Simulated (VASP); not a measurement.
A run of VASP 6.6.1:

File INCAR:

```
PREC = Accurate
ENCUT = 520
EDIFF = 1E-6
ISMEAR = -1
SIGMA = 0.1
LREAL = False
LASPH = True
NELM = 60
ALGO = Normal
ISIF = 2
LWAVE = False
LCHARG = True
LELF = True
LVHAR = True
NBANDS = 16
```

File KPOINTS:

```
regular mesh
0
Gamma
  9 9 8
```

Contents of POSCAR:

```
NbTe
1.0
    3.7029743900      0.0000000000      0.0000000000
   -1.8514871900      3.2068698900      0.0000000000
    0.0000000000      0.0000000000      3.6942110000
Nb Te
1 1
Direct
    0.0000000000      0.0000000000      0.5000000000
    0.6666666667      0.3333333333      0.0000000000
```

Potentials or basis: VASP PAW LDA potentials, release 64 (Nb_sv, Te).

Launch:

```console
$ cat potpaw_LDA.64/Nb_sv/POTCAR potpaw_LDA.64/Te/POTCAR > POTCAR
$ mpirun -np 1 vasp_std > vasp.out
```

Hardware: 1 thread of Intel(R) Xeon(R) 6975P-C (Granite Rapids), with other jobs on the host.

Q: Estimate the wall time of this run.

A: Run time: 14 s on 1 thread of Intel(R) Xeon(R) 6975P-C (Granite Rapids), with other jobs on the host, peak memory 0.16 GiB. Counts: scf iterations 12, k points 60.
